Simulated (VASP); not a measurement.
# W (Cmcm) in VASP: notebook

W is run at these levels: LDA; tasks: single point.

Program: VASP 6.6.1. These are calculated values, not measurements. Logs are shortened: lines on timing, memory, paths and dates and some standing lists are left out, and cuts for length are marked.

**1. The cell of the first run**

It takes space group Cmcm (No. 63, orthorhombic). The conventional cell has a = 3.973 Å, b = 3.973 Å, c = 3.973 Å, α = 90.00°, β = 90.00°, γ = 90.00°. W (site symmetry m2m) has 12 W at 2.70 to 2.93 Å within 3.6 Å.

**2. Single point, LDA (atoms displaced along a vibrational mode)**

Input file INCAR:

```
SYSTEM = W
  PREC = Accurate
  ENCUT = 520
  EDIFF = 1E-6
  ISMEAR = 0
  SIGMA = 0.15
  LREAL = .False.
  LASPH = .True.
  NELM = 80
  ALGO = Fast
  ISIF = 2
  LWAVE = .False.
  LCHARG = .False.
  GGA = CA
  NBANDS = 21
```

Input file KPOINTS:

```
regular mesh
0
Gamma
  16 16 12
  0 0 0
```

Input file POSCAR:

```
W
1.0
    0.0000000000     -1.9862702900     -1.9862702900
    0.0000000000      1.9862702900     -1.9862702900
    3.9725405800      0.0000000000      0.0000000000
W
2
Direct
    0.5203396286      0.4796603714      0.5000000000
   -0.0203396286      0.0203396286      0.0000000000
```

Potentials or basis: VASP PAW LDA potentials, release 64 (W_sv).

On the command line:

```bash
$ cat potpaw_LDA.64/W_sv/POTCAR > POTCAR
$ mpirun -np 1 vasp_std > vasp.out
```

OUTCAR:

```text
SYSTEM = W
   PREC = Accurate
   ENCUT = 520
   EDIFF = 1E-6
   ISMEAR = 0
   LREAL = .False.
   LASPH = .True.
   NELM = 80
   ISIF = 2
   GGA = CA

 ion  position               nearest neighbor table
   1  0.520  0.480  0.500-   2 2.70   2 2.70   2 2.81   2 2.81   2 2.81   2 2.81   2 2.93   2 2.93

   2  0.980  0.020  0.000-   1 2.70   1 2.70   1 2.81   1 2.81   1 2.81   1 2.81   1 2.93   1 2.93

  LATTYP: Found a simple tetragonal cell.
 ALAT       =     2.8090103827
 C/A-ratio  =     1.4142135624

  Lattice vectors:

 A1 = (   0.0000000000,  -1.9862702900,  -1.9862702900)
 A2 = (   0.0000000000,   1.9862702900,  -1.9862702900)
 A3 = (   3.9725405800,   0.0000000000,   0.0000000000)

Analysis of symmetry for initial positions (statically):
=====================================================================
 Subroutine PRICEL returns:
 Original cell was already a primitive cell.

 Routine SETGRP: Setting up the symmetry group for a
 simple tetragonal supercell.

 Subroutine GETGRP returns: Found  8 space group operations
 (whereof  4 operations were pure point group operations)
 out of a pool of 16 trial point group operations.

The static configuration has the point symmetry C_2v.
 The point group associated with its full space group is D_2h.

Analysis of symmetry for dynamics (positions and initial velocities):
=====================================================================
 Subroutine PRICEL returns:
 Original cell was already a primitive cell.

 Routine SETGRP: Setting up the symmetry group for a
 simple tetragonal supercell.

 Subroutine GETGRP returns: Found  8 space group operations
 (whereof  4 operations were pure point group operations)
 out of a pool of 16 trial point group operations.

The dynamic configuration has the point symmetry C_2v.
 The point group associated with its full space group is D_2h.

 Subroutine INISYM returns: Found  8 space group operations
 (whereof  4 operations are pure point group operations),
 and found     1 'primitive' translations

----------------------------------------------------------------------------------------

                                     Primitive cell

  volume of cell :      31.3455

  direct lattice vectors                    reciprocal lattice vectors
     0.000000000 -1.986270290 -1.986270290     0.000000000 -0.251728077 -0.251728077
     0.000000000  1.986270290 -1.986270290     0.000000000  0.251728077 -0.251728077
     3.972540580  0.000000000  0.000000000     0.251728077  0.000000000  0.000000000

  length of vectors
     2.809010383  2.809010383  3.972540580     0.355997260  0.355997260  0.251728077

  position of ions in fractional coordinates (direct lattice)
     0.520339629  0.479660371  0.500000000
     0.979660371  0.020339629  0.000000000

  ion indices of the primitive-cell ions
   primitive index   ion index
                 1           1
                 2           2

----------------------------------------------------------------------------------------

 KPOINTS: regular mesh

Automatic generation of k-mesh.
 Grid dimensions read from file:
 generate k-points for:   16   16   12

 Generating k-lattice:

  Cartesian coordinates                     Fractional coordinates (reciprocal lattice)
     0.000000000 -0.015733005 -0.015733005     0.062500000  0.000000000  0.000000000
     0.000000000  0.015733005 -0.015733005     0.000000000  0.062500000  0.000000000
     0.020977340  0.000000000  0.000000000     0.000000000  0.000000000  0.083333333

  Length of vectors
     0.022249829  0.022249829  0.020977340

  Shift w.r.t. Gamma in fractional coordinates (k-lattice)
     0.000000000  0.000000000  0.000000000

 Subroutine IBZKPT returns following result:
 ===========================================

 Found    511 irreducible k-points:

 Following reciprocal coordinates:
            Coordinates               Weight
  0.000000  0.000000  0.000000      1.000000
  0.062500  0.000000  0.000000      4.000000
  0.125000  0.000000  0.000000      4.000000
  0.187500  0.000000  0.000000      4.000000
  0.250000  0.000000  0.000000      4.000000
  0.312500  0.000000  0.000000      4.000000
[... 16 lines left out ...]
 -0.062500  0.437500  0.000000      4.000000
  0.500000  0.062500  0.000000      4.000000
 [... further k-points ...]
   k-points           NKPTS =    511   k-points in BZ     NKDIM =    511   number of bands    NBANDS=     21
   number of dos      NEDOS =    301   number of ions     NIONS =      2
   total plane-waves  NPLWV =  17280
   dimension x,y,z NGX =    24 NGY =   24 NGZ =   30
   dimension x,y,z NGXF=    48 NGYF=   48 NGZF=   60
   ions per type =               2
   NGX,Y,Z   is equivalent  to a cutoff of  14.20, 14.20, 12.55 a.u.
   NGXF,Y,Z  is equivalent  to a cutoff of  28.41, 28.41, 25.11 a.u.
 SYSTEM =  W
   PREC   = accura    normal or accurate (medium, high low for compatibility)
   ISTART =      0    job   : 0-new  1-cont  2-samecut
   ICHARG =      2    charge: 1-file 2-atom 10-const
   ISPIN  =      1    spin polarized calculation?
   LNONCOLLINEAR =      F non collinear calculations
   LSORBIT =      F    spin-orbit coupling
   LASPH  =      T    aspherical Exc in radial PAW
   ENCUT  =  520.0 eV  38.22 Ry    6.18 a.u.   5.22  5.22  7.39*2*pi/ulx,y,z
   NELM   =     80;   NELMIN=  2; NELMDL= -5     # of ELM steps
   EDIFF  = 0.1E-05   stopping-criterion for ELM
   LREAL  =      F    real-space projection
   EDIFFG = 0.1E-04   stopping-criterion for IOM
   NSW    =      0    number of steps for IOM
   IBRION =     -1    ionic relax: 0-MD 1-quasi-New 2-CG
   NFREE  =      0    steps in history (QN), initial steepest desc. (CG)
   ISIF   =      2    stress and relaxation
   ISYM   =      2    0-nonsym 1-usesym 2-fastsym
   POTIM  = 0.5000    time-step for ionic-motion
   TEBEG  =    0.0;   TEEND  =   0.0 temperature during run
   PSTRESS=    0.0 pullay stress
   NELECT =      28.0000    total number of electrons
   NUPDOWN=      -1.0000    fix difference up-down
   EMIN   =  10.00;   EMAX   =-10.00  energy-range for DOS
   EFERMI =   0.00;   METHOD = LEGACY
   ISMEAR =     0;   SIGMA  =   0.15  broadening in eV -4-tet -1-fermi 0-gaus
   EFERMI_NEDOS =   21; number of points for ismear=-14 and -15
   IALGO  =     68    algorithm
   IMIX   =      4    mixing-type and parameters
     AMIX     =   0.40;   BMIX     =  1.00
     AMIX_MAG =   1.60;   BMIX_MAG =  1.00
  volume/ion in A,a.u.               =      15.67       105.76
  Fermi-wavevector in a.u.,A,eV,Ry     =   1.576652  2.979440 33.821789  2.485831
  Thomas-Fermi vector in A             =   2.677453
   LORBIT       =      0    0 simple, 1 ext, 2 COOP (PROOUT), +10 PAW based schemes
   GGA     = CA    functional components
   LHFCALC =     F    Hartree Fock is set to
   AEXX    =    0.0000 exact exchange contribution
   IVDW    =     0    specifies the selected vdW correction
   LEPSILON=     F    determine dielectric tensor
   LRPA    =     F    only Hartree local field effects (RPA)
 non-spin polarized calculation
 RMM-DIIS sequential band-by-band and
 Gauss-broadening in eV      SIGMA  =   0.15
  energy-cutoff  :      520.00
  volume of cell :       31.35
 maximum number of plane-waves:       888
 NGX is ok and might be reduce to    24
   NGX = 11   NGY = 11   NGZ = 15

 number of electron      28.0000000 magnetization

 Free energy of the ion-electron system (eV)
  ---------------------------------------------------
  ext. energy  EPLUGINS =         0.00000000
  ---------------------------------------------------
  free energy    TOTEN  =       -27.18592718 eV

  energy without entropy =      -27.16118602  energy(sigma->0) =      -27.17355660

 E-fermi :  11.0080     XC(G=0): -13.8742

 val. band max:       11.0062911546   @ k =   0.1875   0.0625   0.2500
 cond. band min:      11.0093034226   @ k =   0.1250   0.1250   0.0000
 fundamental gap:      0.0030122680
 Fermi energy:        11.0080323193

 k-point     1 :       0.0000    0.0000    0.0000
  band No.  band energies     occupation
      1     -62.1226      2.00000
      2     -61.9338      2.00000
      3     -27.2317      2.00000
      4     -26.4333      2.00000
      5     -26.4209      2.00000
      6     -25.9537      2.00000
[... 13 lines left out ...]
     20      17.1692      0.00000
     21      23.3834      0.00000

 k-point     2 :       0.0625    0.0000    0.0000
  band No.  band energies     occupation
      1     -62.1192      2.00000
      2     -61.9337      2.00000
      3     -27.2177      2.00000
      4     -26.4530      2.00000
      5     -26.4195      2.00000
      6     -25.9791      2.00000
[... 13 lines left out ...]
     20      17.6833      0.00000
     21      22.6365      0.00000

 k-point     3 :       0.1250    0.0000    0.0000
  band No.  band energies     occupation
      1     -62.1094      2.00000
      2     -61.9338      2.00000
      3     -27.1764      2.00000
      4     -26.5212      2.00000
      5     -26.4020      2.00000
      6     -26.0729      2.00000
[... 13 lines left out ...]
     20      18.9565      0.00000
     21      21.3918      0.00000

 k-point     4 :       0.1875    0.0000    0.0000
  band No.  band energies     occupation
      1     -62.0940      2.00000
      2     -61.9345      2.00000
      3     -27.1102      2.00000
      4     -26.6211      2.00000
      5     -26.3764      2.00000
      6     -26.2148      2.00000
[... 13 lines left out ...]
     20      20.1905      0.00000
     21      20.4380      0.00000

 k-point     5 :       0.2500    0.0000    0.0000
  band No.  band energies     occupation
      1     -62.0747      2.00000
      2     -61.9366      2.00000
      3     -27.0231      2.00000
      4     -26.7333      2.00000
      5     -26.4158      2.00000
      6     -26.3100      2.00000
[... 13 lines left out ...]
     20      19.2277      0.00000
     21      22.0026      0.00000
[... 382 lines left out ...]
     20      18.6896      0.00000
     21      24.0716      0.00000

 k-point    22 :       0.4375    0.0625    0.0000
  band No.  band energies     occupation
      1     -62.0124      2.00000
      2     -61.9537      2.00000
      3     -26.9505      2.00000
      4     -26.8619      2.00000
      5     -26.7053      2.00000
      6     -26.3119      2.00000
[... 13 lines left out ...]
     20      18.6425      0.00000
     21      23.6762      0.00000

 k-point    23 :      -0.0625    0.4375    0.0000
  band No.  band energies     occupation
      1     -62.0123      2.00000
      2     -61.9538      2.00000
      3     -26.9499      2.00000
      4     -26.8625      2.00000
      5     -26.7046      2.00000
      6     -26.3127      2.00000
[... 13 lines left out ...]
     20      18.6615      0.00000
     21      23.6408      0.00000

 k-point    24 :       0.5000    0.0625    0.0000
  band No.  band energies     occupation
      1     -62.0048      2.00000
      2     -61.9579      2.00000
      3     -26.9405      2.00000
      4     -26.9253      2.00000
      5     -26.6577      2.00000
      6     -26.3551      2.00000
[... 13 lines left out ...]
     20      18.4915      0.00000
     21      23.6068      0.00000

 [... further k-points ...]

------------------------ aborting loop because EDIFF is reached ----------------------------------------

  FORCE on cell =-STRESS in cart. coord.  units (eV):
  Direction    XX          YY          ZZ          XY          YZ          ZX
  --------------------------------------------------------------------------------------
  -------------------------------------------------------------------------------------
  Total        0.9646757      0.1695532      0.8644752      0.0000000      0.0000000      0.0000000
  in kB       49.3079457      8.6664555     44.1863451      0.0000000      0.0000000      0.0000000
  external PRESSURE =      34.0535821 kB  Pullay stress =       0.0000000 kB

 VOLUME and BASIS-vectors are now :
 -----------------------------------------------------------------------------
  energy-cutoff  :      520.00
  volume of cell :       31.35
      direct lattice vectors                 reciprocal lattice vectors
     0.000000000 -1.986270290 -1.986270290     0.000000000 -0.251728077 -0.251728077
     0.000000000  1.986270290 -1.986270290     0.000000000  0.251728077 -0.251728077
     3.972540580  0.000000000  0.000000000     0.251728077  0.000000000  0.000000000

 POSITION                                       TOTAL-FORCE (eV/Angst)
 -----------------------------------------------------------------------------------
      1.98627     -0.08080     -1.98627         0.000000      0.609756      0.000000
      0.00000     -1.90547     -1.98627         0.000000     -0.609756      0.000000
 -----------------------------------------------------------------------------------
    total drift:                               -0.000000      0.000000     -0.000000

  FREE ENERGIE OF THE ION-ELECTRON SYSTEM (eV)
  ---------------------------------------------------
  free  energy   TOTEN  =       -27.1859271816 eV

  energy  without entropy=      -27.1611860179  energy(sigma->0) =      -27.17355660
```

Wall time 96 s (1 thread of Intel Xeon 6975P-C (Granite Rapids), shared host); peak memory 0.35 GiB.

What came out:

```yaml
Free_energy: -27.1859 eV
Pressure: 3.4 GPa
Largest_force: 0.610 eV/Å
Band_gap_on_the_k_mesh: zero (bands 14 and 15 overlap by 3.89 eV)
```

Forces on the atoms (eV/Å):
```
W    0.000  0.610  0.000
W    0.000 -0.610  0.000
```

Stress tensor (GPa, compression positive):
```
4.93 0.00 0.00
0.00 0.87 0.00
0.00 0.00 4.42
```

Levels at points of the mesh, in eV from the Fermi level:
| k point | band 11 | band 12 | band 13 | band 14 | band 15 | band 16 | band 17 | band 18 |
| --- | --- | --- | --- | --- | --- | --- | --- | --- |
| (0.00, 0.00, 0.00) | -4.78 | -0.75 | -0.66 | -0.56 | 2.54 | 2.76 | 3.48 | 5.18 |
| (0.50, 0.00, 0.00) | -2.52 | -2.38 | -1.85 | -1.65 | 0.80 | 1.08 | 1.82 | 3.00 |
| (0.50, 0.50, 0.00) | -4.82 | -4.75 | 3.10 | 3.46 | 5.24 | 5.78 | 5.82 | 6.08 |
| (0.00, 0.00, 0.50) | -3.22 | -3.22 | -0.27 | -0.27 | 1.73 | 1.73 | 1.80 | 1.80 |
| (0.50, 0.00, 0.50) | -1.00 | -1.00 | -0.82 | -0.82 | 0.96 | 0.96 | 5.14 | 5.14 |
| (0.50, 0.50, 0.50) | -2.08 | -2.08 | -2.03 | -2.03 | 1.42 | 1.42 | 6.15 | 6.15 |

Caveat: the cell differs from its parent crystal (atoms displaced along a vibrational mode); the cell stands under pressure; spin-orbit coupling is left out, which moves the levels of the heavy elements.

**3. Single point, LDA (atoms displaced along a vibrational mode)**

Input file INCAR:

```
ALGO = Fast ; EDIFF = 1E-7
ENCUT = 520 ; ISIF = 2
ISMEAR = 0 ; LASPH = T
LCHARG = T ; LELF = T
LREAL = F ; LVHAR = T
LWAVE = F ; NBANDS = 21
NELM = 60 ; PREC = Accurate
SIGMA = 0.15
```

Input file KPOINTS:

```
k-points
0
Gamma
  16 16 12
```

Input file POSCAR:

```
W
1.0
    0.0000000000     -1.9862702900     -1.9862702900
    0.0000000000      1.9862702900     -1.9862702900
    3.9725405800      0.0000000000      0.0000000000
W
2
Direct
    0.5406792572      0.4593207428      0.5000000000
   -0.0406792572      0.0406792572      0.0000000000
```

Potentials or basis: VASP PAW LDA potentials, release 64 (W_sv).

On the command line:

```bash
$ cat potpaw_LDA.64/W_sv/POTCAR > POTCAR
$ mpirun -np 1 vasp_std > vasp.out
```

It took 2 min on 1 thread of Intel Xeon 6975P-C (Granite Rapids), shared host; peak memory 0.35 GiB.

The run converged. Its results:

```yaml
Free_energy: -27.0372 eV
Pressure: 8.1 GPa
Largest_force: 1.245 eV/Å
Band_gap_on_the_k_mesh: zero (bands 14 and 15 overlap by 3.80 eV)
```

Forces on the atoms (eV/Å):
```
W    0.000  1.245  0.000
W    0.000 -1.245  0.000
```

Stress tensor (GPa, compression positive):
```
13.26  0.00  0.00
 0.00  0.95  0.00
 0.00  0.00 10.04
```

Levels at points of the mesh, in eV from the Fermi level:
| k point | band 11 | band 12 | band 13 | band 14 | band 15 | band 16 | band 17 | band 18 |
| --- | --- | --- | --- | --- | --- | --- | --- | --- |
| (0.00, 0.00, 0.00) | -4.71 | -1.09 | -0.75 | -0.35 | 2.16 | 3.01 | 3.50 | 4.89 |
| (0.50, 0.00, 0.00) | -2.93 | -2.70 | -1.59 | -1.51 | 0.83 | 1.48 | 1.49 | 3.62 |
| (0.50, 0.50, 0.00) | -4.89 | -4.60 | 2.41 | 3.42 | 5.00 | 5.11 | 5.88 | 6.12 |
| (0.00, 0.00, 0.50) | -3.49 | -3.49 | -0.59 | -0.59 | 1.92 | 1.92 | 2.18 | 2.18 |
| (0.50, 0.00, 0.50) | -1.34 | -1.34 | -0.62 | -0.62 | 0.98 | 0.98 | 4.61 | 4.61 |
| (0.50, 0.50, 0.50) | -2.14 | -2.14 | -2.00 | -2.00 | 1.77 | 1.77 | 6.09 | 6.09 |

Caveat: the cell differs from its parent crystal (atoms displaced along a vibrational mode); the cell stands under pressure; spin-orbit coupling is left out, which moves the levels of the heavy elements; forces of over 1 eV/Å act on the atoms, so gaps and moduli don't describe the material at rest.
